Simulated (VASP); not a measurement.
# Pb (Im-3m) in VASP: notebook, part 2 of 2

VASP 6.6.1. Earlier steps stand in the parts before.

## Step 3: Single point, r2SCAN (34.76 Å³/atom)

This run uses another cell than the first one, of 34.76 Å³/atom.

The input, POSCAR:

```
Pb
1.0
   -2.0560135869      2.0560135869      2.0560135869
    2.0560135869     -2.0560135869      2.0560135869
    2.0560135869      2.0560135869     -2.0560135869
Pb
1
Direct
    0.0000000000      0.0000000000      0.0000000000
```

The input, INCAR.step1:

```
SYSTEM = Pb
ALGO = Normal
EDIFF = 1E-4
ENCUT = 520
GGA = PE
ISMEAR = -1
LASPH = .True.
LCHARG = .False.
LREAL = .False.
LWAVE = .True.
NBANDS = 13
NELM = 60
PREC = Accurate
SIGMA = 0.1
```

The input, INCAR.step2:

```
SYSTEM = Pb
ALGO = Normal
EDIFF = 1E-6
ENCUT = 520
ISIF = 2
ISMEAR = -1
ISTART = 1
LASPH = .True.
LCHARG = .False.
LMIXTAU = .True.
LREAL = .False.
LWAVE = .False.
METAGGA = R2SCAN
NBANDS = 13
NELM = 60
PREC = Accurate
SIGMA = 0.1
```

The input, KPOINTS:

```
k-points
0
Gamma
  13 13 13
  0 0 0
```

Potentials or basis: VASP PAW PBE potentials, release 64 (Pb_d).

Run with:

```bash
$ cat potpaw_PBE.64/Pb_d/POTCAR > POTCAR
$ cp INCAR.step1 INCAR
$ mpirun -np 1 vasp_std > vasp.out
$ cp INCAR.step2 INCAR
$ mpirun -np 1 vasp_std > vasp.out
```

OUTCAR:

```text
SYSTEM = Pb
   EDIFF = 1E-6
   ENCUT = 520
   ISIF = 2
   ISMEAR = -1
   ISTART = 1
   LASPH = .True.
   LREAL = .False.
   METAGGA = R2SCAN
   NELM = 60
   PREC = Accurate

 ion  position               nearest neighbor table
   1  0.000  0.000  0.000-

  LATTYP: Found a body centered cubic cell.
 ALAT       =     4.1120271738

  Lattice vectors:

 A1 = (  -2.0560135869,   2.0560135869,   2.0560135869)
 A2 = (   2.0560135869,  -2.0560135869,   2.0560135869)
 A3 = (   2.0560135869,   2.0560135869,  -2.0560135869)

Analysis of symmetry for initial positions (statically):
=====================================================================
 Subroutine PRICEL returns:
 Original cell was already a primitive cell.

 Routine SETGRP: Setting up the symmetry group for a
 body centered cubic supercell.

 Subroutine GETGRP returns: Found 48 space group operations
 (whereof 48 operations were pure point group operations)
 out of a pool of 48 trial point group operations.

The static configuration has the point symmetry O_h .

Analysis of symmetry for dynamics (positions and initial velocities):
=====================================================================
 Subroutine PRICEL returns:
 Original cell was already a primitive cell.

 Routine SETGRP: Setting up the symmetry group for a
 body centered cubic supercell.

 Subroutine GETGRP returns: Found 48 space group operations
 (whereof 48 operations were pure point group operations)
 out of a pool of 48 trial point group operations.

The dynamic configuration has the point symmetry O_h .

 Subroutine INISYM returns: Found 48 space group operations
 (whereof 48 operations are pure point group operations),
 and found     1 'primitive' translations

[... 115 lines left out ...]
  Thomas-Fermi vector in A             =   2.344533
   LORBIT       =      0    0 simple, 1 ext, 2 COOP (PROOUT), +10 PAW based schemes
   METAGGA = R2SCAN    functional components
   LHFCALC =     F    Hartree Fock is set to
   AEXX    =    0.0000 exact exchange contribution
   IVDW    =     0    specifies the selected vdW correction
   LEPSILON=     F    determine dielectric tensor
   LRPA    =     F    only Hartree local field effects (RPA)
 non-spin polarized calculation
  energy-cutoff  :      520.00
  volume of cell :       34.76
 maximum number of plane-waves:       959
   NGX = 13   NGY = 13   NGZ = 13

 number of electron      14.0000005 magnetization

 Free energy of the ion-electron system (eV)
  ---------------------------------------------------
  ext. energy  EPLUGINS =         0.00000000
  ---------------------------------------------------
  free energy    TOTEN  =       -56.20290404 eV

  energy without entropy =      -56.18357781  energy(sigma->0) =      -56.19324092

 E-fermi :   5.8031     XC(G=0): -10.2010

 val. band max:        5.7979680540   @ k =   0.3077   0.2308  -0.0000
 cond. band min:       5.8060066195   @ k =  -0.4615   0.4615   0.3846
 fundamental gap:      0.0080385656
 Fermi energy:         5.8030911186

 k-point     1 :       0.0000    0.0000    0.0000
  band No.  band energies     occupation
      1     -11.9110      2.00000
      2     -11.9110      2.00000
      3     -11.9110      2.00000
      4     -11.7364      2.00000
      5     -11.7364      2.00000
      6      -5.6275      2.00000
      7      12.5254      0.00000
      8      12.5254      0.00000
      9      12.5254      0.00000
     10      16.5617      0.00000
     11      17.4228      0.00000
     12      17.4228      0.00000
     13      17.4228      0.00000
[... 354 lines left out ...]
  band No.  band energies     occupation
      1     -11.9391      2.00000
      2     -11.8877      2.00000
      3     -11.7578      2.00000
      4     -11.7437      2.00000
      5     -11.7187      2.00000
      6      -3.7582      2.00000
      7       5.1309      1.99759
      8       8.6713      0.00000
      9       9.9443      0.00000
     10      15.5670      0.00000
     11      16.5751      0.00000
     12      18.4206      0.00000
     13      19.6225      0.00000

 [... further k-points ...]

------------------------ aborting loop because EDIFF is reached ----------------------------------------

  FORCE on cell =-STRESS in cart. coord.  units (eV):
  Direction    XX          YY          ZZ          XY          YZ          ZX
  --------------------------------------------------------------------------------------
  -------------------------------------------------------------------------------------
  Total       -0.8356684     -0.8356684     -0.8356684     -0.0000000     -0.0000000      0.0000000
  in kB      -38.5129348    -38.5129348    -38.5129348     -0.0000000     -0.0000000      0.0000000
  external PRESSURE =     -38.5129348 kB  Pullay stress =       0.0000000 kB

 VOLUME and BASIS-vectors are now :
 -----------------------------------------------------------------------------
  energy-cutoff  :      520.00
  volume of cell :       34.76
      direct lattice vectors                 reciprocal lattice vectors
    -2.056013587  2.056013587  2.056013587     0.000000000  0.243189054  0.243189054
     2.056013587 -2.056013587  2.056013587     0.243189054  0.000000000  0.243189054
     2.056013587  2.056013587 -2.056013587     0.243189054  0.243189054  0.000000000

 POSITION                                       TOTAL-FORCE (eV/Angst)
 -----------------------------------------------------------------------------------
      0.00000      0.00000      0.00000        -0.000000      0.000000     -0.000000
 -----------------------------------------------------------------------------------
    total drift:                               -0.000000     -0.000000      0.000000

  FREE ENERGIE OF THE ION-ELECTRON SYSTEM (eV)
  ---------------------------------------------------
  free  energy   TOTEN  =       -56.2029040363 eV

  energy  without entropy=      -56.1835778075  energy(sigma->0) =      -56.19324092
```

OUTCAR.step1:

```text
SYSTEM = Pb
   EDIFF = 1E-4
   ENCUT = 520
   GGA = PE
   ISMEAR = -1
   LASPH = .True.
   LREAL = .False.
[... 599 lines left out ...]
 -----------------------------------------------------------------------------------
      0.00000      0.00000      0.00000        -0.000000     -0.000000      0.000000
 -----------------------------------------------------------------------------------
    total drift:                               -0.000000     -0.000000     -0.000000

  FREE ENERGIE OF THE ION-ELECTRON SYSTEM (eV)
  ---------------------------------------------------
  free  energy   TOTEN  =        -3.5081969755 eV

  energy  without entropy=       -3.4882329132  energy(sigma->0) =       -3.49821494
```

OSZICAR.step1:

```text
N       E                     dE             d eps       ncg     rms          rms(c)
DAV:   1     0.106552963912E+03    0.10655E+03   -0.72303E+03  2204   0.121E+03
DAV:   2     0.190751898306E+01   -0.10465E+03   -0.10155E+03  2269   0.300E+02
DAV:   3    -0.338283007086E+01   -0.52903E+01   -0.52627E+01  2823   0.736E+01
DAV:   4    -0.351113386868E+01   -0.12830E+00   -0.12828E+00  2645   0.126E+01
DAV:   5    -0.351647710454E+01   -0.53432E-02   -0.53431E-02  2984   0.232E+00    0.435E-01
DAV:   6    -0.350939175333E+01    0.70854E-02   -0.12252E-02  2796   0.178E+00    0.235E-01
DAV:   7    -0.350812716722E+01    0.12646E-02   -0.55896E-03  2779   0.112E+00    0.934E-02
DAV:   8    -0.350819697554E+01   -0.69808E-04   -0.46653E-04  2614   0.338E-01
   1 F= -.35081970E+01 E0= -.34982149E+01  d E =-.199641E-01
```

It took 4 min on 1 thread of Intel Xeon 8259CL, shared host; peak memory 0.18 GiB.

What came out:

| Property | Result |
| --- | --- |
| Free energy | -56.2029 eV |
| Pressure | -3.9 GPa |
| Band gap on the k mesh | zero (bands 7 and 8 overlap by 8.40 eV) |

Caveat: the cell stands under tension; the PAW data sets were made with another functional, which shifts forces and pressure a little; spin-orbit coupling is left out, which moves the levels of the heavy elements.

## Step 4: Single point, r2SCAN

This run uses another cell than the first one, of 31.04 Å³/atom.

The input, POSCAR:

```
Pb
1.0
   -1.9797938587      1.9797938587      1.9797938587
    1.9797938587     -1.9797938587      1.9797938587
    1.9797938587      1.9797938587     -1.9797938587
Pb
1
Direct
    0.0000000000      0.0000000000      0.0000000000
```

The input, INCAR.step1:

```
PREC     = Accurate       # precision mode
ENCUT    = 520            # plane-wave cutoff, eV
ISMEAR   = -1             # smearing method
SIGMA    = 0.1            # smearing width, eV
LREAL    = F              # projectors in reciprocal space
LASPH    = T              # aspherical terms in the spheres
NELM     = 80             # most SCF steps
NBANDS   = 13             # bands
GGA      = PE             # functional
ALGO     = Normal         # electronic algorithm
EDIFF    = 1E-4           # SCF threshold, eV
LWAVE    = T              # write WAVECAR
LCHARG   = F              # write CHGCAR
```

The input, INCAR.step2:

```
PREC     = Accurate       # precision mode
ENCUT    = 520            # plane-wave cutoff, eV
EDIFF    = 1E-7           # SCF threshold, eV
ISMEAR   = -1             # smearing method
SIGMA    = 0.1            # smearing width, eV
LREAL    = F              # projectors in reciprocal space
LASPH    = T              # aspherical terms in the spheres
NELM     = 80             # most SCF steps
ALGO     = Normal         # electronic algorithm
ISIF     = 2              # what is computed and relaxed
LWAVE    = F              # write WAVECAR
LCHARG   = T              # write CHGCAR
METAGGA  = R2SCAN         # meta-GGA
LMIXTAU  = T            
LELF     = T              # ELF
LVHAR    = T            
NBANDS   = 13             # bands
ISTART   = 1
```

The input, KPOINTS:

```
Automatic mesh
0
Gamma
  18 18 18
```

Run with:

```bash
$ cat potpaw_PBE.64/Pb_d/POTCAR > POTCAR
$ cp INCAR.step1 INCAR
$ mpirun -np 1 vasp_std > vasp.out
$ cp INCAR.step2 INCAR
$ mpirun -np 1 vasp_std > vasp.out
```

It took 9.5 min on 1 thread of Intel Xeon 8259CL, shared host; peak memory 0.22 GiB.

It converged, with:

```yaml
Free_energy: -56.2486 eV
Pressure: 0.0 GPa
Band_gap_on_the_k_mesh: zero (bands 7 and 8 overlap by 9.80 eV)
```

Levels at points of the mesh, in eV from the Fermi level:
| k point | band 5 | band 6 | band 7 | band 8 | band 9 | band 10 |
| --- | --- | --- | --- | --- | --- | --- |
| (0.00, 0.00, 0.00) | -17.52 | -12.13 | 7.73 | 7.73 | 7.73 | 11.85 |
| (0.50, 0.00, 0.00) | -17.37 | -8.21 | -4.10 | 3.47 | 5.39 | 8.02 |
| (0.50, 0.50, 0.50) | -17.41 | -5.41 | -0.42 | -0.42 | -0.42 | 5.00 |

Caveat: the PAW data sets were made with another functional, which shifts forces and pressure a little; spin-orbit coupling is left out, which moves the levels of the heavy elements.

## Step 5: The runs side by side

```tsv
cell	k mesh	gap on the mesh (eV)	pressure (GPa)
a = 3.518 Å, angles 109.5°, 1 atom	13 × 13 × 13	none	-2.9
a = 3.561 Å, angles 109.5°, 1 atom	13 × 13 × 13	none	-3.9
a = 3.429 Å, angles 109.5°, 1 atom	18 × 18 × 18	none	0.0
```

Alike in all rows: task single point; level r2SCAN; potentials or basis VASP PAW PBE potentials, release 64 (Pb_d); no spin polarisation; cutoff (eV) 520; smearing fermi-dirac 0.1 eV.

Caveats: the PAW data sets were made with another functional, which shifts forces and pressure a little; spin-orbit coupling is left out, which moves the levels of the heavy elements; the cell stands under tension (at least some runs).

Absolute energies hang on the potentials; compare differences alone.

The gap in the log of VASP goes by the Fermi energy; the results here count the filled bands.